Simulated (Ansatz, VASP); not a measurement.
Hf4N2O: VASP beside Ansatz

File INCAR:

```
ALGO     = Normal         # electronic algorithm
EDIFF    = 1E-6           # SCF threshold, eV
EDIFFG   = -0.01          # ionic threshold
ENCUT    = 600            # plane-wave cutoff, eV
GGA      = PE             # functional
IBRION   = 2              # ionic algorithm
ISIF     = 3              # what is computed and relaxed
ISMEAR   = 0              # smearing method
LASPH    = True           # aspherical terms in the spheres
LCHARG   = False          # write CHGCAR
LREAL    = False          # projectors in reciprocal space
LWAVE    = False          # write WAVECAR
NELM     = 100            # most SCF steps
NSW      = 100            # ionic steps
PREC     = Accurate       # precision mode
SIGMA    = 0.1            # smearing width, eV
```

File KPOINTS:

```
k-points
0
Gamma
  8 8 8
```

File POSCAR:

```
Hf4N2O
1.0
    4.5742813571      0.0000000000      0.0000000000
    0.0000000000      4.5742813571      0.0000000000
    0.0000000000      0.0000000000      4.4856128001
Hf N O
4 2 1
Direct
    0.0000000000      0.0000000000      0.0000000000
    0.5000000000      0.5000000000      0.0000000000
    0.0000000000      0.5000000000      0.5000000000
    0.5000000000      0.0000000000      0.5000000000
    0.0000000000      0.5000000000      0.0000000000
    0.5000000000      0.0000000000      0.0000000000
    0.0000000000      0.0000000000      0.5000000000
```

Input for Ansatz:

```yaml
crystal:
  lattice:
    - [4.5742813571, 0.0, 0.0]
    - [0.0, 4.5742813571, 0.0]
    - [0.0, 0.0, 4.4856128001]
  atoms:
    - { symbol: Hf, position: [0.0, 0.0, 0.0] }
    - { symbol: Hf, position: [0.5, 0.5, 0.0] }
    - { symbol: Hf, position: [0.0, 0.5, 0.5] }
    - { symbol: Hf, position: [0.5, 0.0, 0.5] }
    - { symbol: "N", position: [0.0, 0.5, 0.0] }
    - { symbol: "N", position: [0.5, 0.0, 0.0] }
    - { symbol: O, position: [0.0, 0.0, 0.5] }
basis:
  ecutwfc: 420
kpoints:
  mp_grid: { grid: [8, 8, 8] }
hamiltonian:
  xc: pbe
scf:
  occupations: { method: gaussian, width: 0.1 }
output:
  forces: true
  stress: true
  eigenvalues: true
  write_density: true
  write_potential: true
  elf: true
  volumetric_format: npy
relax:
  adjacent_minimum: "off"
  f_tol: 0.01
  max_steps: 80
  cell: { stress_tol: 0.05 }
```

Change from the starting cell: built by hand: vacancy-ordered rocksalt, tetragonal single cell (P4/mmm, No. 123).

Alike in both runs: task relaxation of cell and atoms; functional PBE; k mesh 8 × 8 × 8; occupations gaussian, width 0.1 eV; no spin polarisation.

|  | VASP | Ansatz |
| --- | --- | --- |
| version | VASP 6.6.1 | Ansatz 0.2.0 |
| potentials or method | VASP PAW PBE potentials, release 64 (Hf_pv, N, O), cutoff 600 eV | scalar-relativistic, plane waves, PAW |
| valence electrons in the cell | 56 | 120 |

```tsv
	VASP	Ansatz	Ansatz less VASP
gap on the k mesh at the Fermi level, each at its own relaxed structure (eV)	none	none	-
relaxed volume (Å³/atom)	13.29	13.42	+0.127
relaxed cell length with the largest relative difference (Å)	4.446	4.462	+0.0162
```

A gap of «none» marks a metal or a gap that the smearing closes. VASP's potentials hold 56 valence electrons a cell and Ansatz's 120, so a difference there can come from the potentials and not from the codes.

Neither program's run includes spin-orbit coupling.
